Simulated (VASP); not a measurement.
A run of VASP 6.6.1 is set up as follows.

Contents of INCAR:

```
PREC = Accurate ; ENCUT = 520
EDIFF = 1E-6 ; ISMEAR = -1
SIGMA = 0.1 ; LREAL = F
LASPH = T ; NELM = 60
ALGO = Normal ; ISIF = 2
LWAVE = F ; LCHARG = T
GGA = PE ; LELF = T
LVHAR = T ; NBANDS = 17
```

Contents of KPOINTS:

```
regular mesh
0
Gamma
  9 9 9
```

The input POSCAR:

```
Hf
1.0
    0.0000000000      3.1388846342      3.1388846342
    3.1388846342      0.0000000000      3.1388846342
    3.1388846342      3.1388846342      0.0000000000
Hf
2
Direct
    0.1250000000      0.1250000000      0.1250000000
    0.8750000000      0.8750000000      0.8750000000
```

Potentials or basis: VASP PAW PBE potentials, release 64 (Hf_pv).

Launch:

```sh
$ cat potpaw_PBE.64/Hf_pv/POTCAR > POTCAR
$ mpirun -np 1 vasp_std > vasp.out
```

Q: Estimate the pressure.

A: 3.8 GPa.

Q: Predict the band gap on the k mesh.

A: Zero (band 10 reaches 2.53 eV, above the bottom of band 11 at 1.81 eV).

Caveat: spin-orbit coupling is left out, which moves the levels of the heavy elements.
